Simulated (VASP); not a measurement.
# CuO: single point with PBEsol

The system is CuO.

```
Cu O
1.0
     2.83633    0.00000    0.00000
    -1.41816    2.45633    0.00000
     0.00000    0.00000    2.76811
Cu O
1 1
Direct
  0.00000 0.00000 0.00000
  0.66667 0.33333 0.50000
```

```
Program                : VASP 6.6.1
Task                   : single point
Functional             : PBEsol
Potentials or basis    : VASP PAW PBE potentials, release 64 (Cu, O)
Cutoff                 : 520 eV
k mesh                 : 11 × 11 × 10
Occupations            : fermi-dirac, width 0.05 eV
Spin                   : no spin polarisation
Dipole correction      : no
Further INCAR settings : ALGO = Normal; EDIFF = 1e-07; NBANDS = 16
```

| Quantity | Value |
| --- | --- |
| Pressure | -9.0 GPa |
| Band gap on the k mesh | zero (an odd number of electrons rules out a gap without spin polarisation) |

Stress tensor (GPa, compression positive):
```
 -5.15   0.00   0.00
  0.00  -5.15   0.00
  0.00   0.00 -16.60
```

Levels at points of the mesh, in eV from the Fermi level:
```csv
k point,band 7,band 8,band 9,band 10,band 11,band 12
"(0.00, 0.00, 0.00)",-1.75,-0.12,-0.12,1.04,15.00,16.54
"(0.00, 0.00, 0.50)",-1.50,-0.18,-0.18,7.11,7.51,20.92
```

It took 28 s on 1 thread of Intel Xeon 8259CL, on a shared host, peak memory 0.15 GiB.

Caveat: the stress differs along the axes, from -17 to -5 GPa; the PAW data sets were made with another functional, which shifts forces and pressure a little; an odd number of electrons without spin polarisation forces a metal; a magnetic or distorted state may lie lower; semilocal functionals often make such compounds metallic where correlation or magnetic order opens a gap, which also shifts bond lengths. With open d or f shells a metallic result of PBEsol can be an artefact of self-interaction; +U or a hybrid may open a gap.
